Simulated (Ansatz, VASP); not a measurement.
# One calculation of Si, two programs

```xyz
8
Lattice="4.6042 -2.4553 0.0000 4.6042 2.4553 0.0000 0.0000 0.0000 5.3753" Properties=species:S:1:pos:R:3 pbc="T T T"
Si    4.6042    0.0001    4.1435
Si    4.6042   -0.0001    1.2318
Si    4.6042   -2.4554    1.4559
Si    4.6042    2.4554    3.9194
Si    6.6774    0.0000    2.6876
Si    2.0732    0.0000    0.0000
Si    2.5309    0.0000    2.6876
Si    7.1351    0.0000    0.0000
```

Alike in both runs: functional r2SCAN; k mesh 8 × 8 × 8; occupations gaussian, width 0.1 eV; no spin polarisation.

Ansatz relaxed the structure, and its values are those at the end. VASP's run is a single point on that final structure, the one shown.

|  | VASP | Ansatz |
| --- | --- | --- |
| version | VASP 6.6.1 | Ansatz 0.2.0 |
| potentials or method | VASP PAW PBE potentials, release 64 (Si), cutoff 520 eV | scalar-relativistic, plane waves, PAW |
| valence electrons in the cell | 32 | 32 |

Ansatz gave:

| Quantity | Value |
| --- | --- |
| gap on the k mesh at the Fermi level (eV) | none |
| pressure (GPa) | 0.0 |
| rms of the force components (eV/Å) | 0.001 |

Which values does VASP return?

gap on the k mesh at the Fermi level (eV): none; pressure (GPa): -0.1; rms of the force components (eV/Å): 0.004.

VASP's potentials were made for PBE, not for r2SCAN. A gap of «none» marks a metal or a gap that the smearing closes. The functional is the same, so the differences come from potentials, cutoffs and numerics.
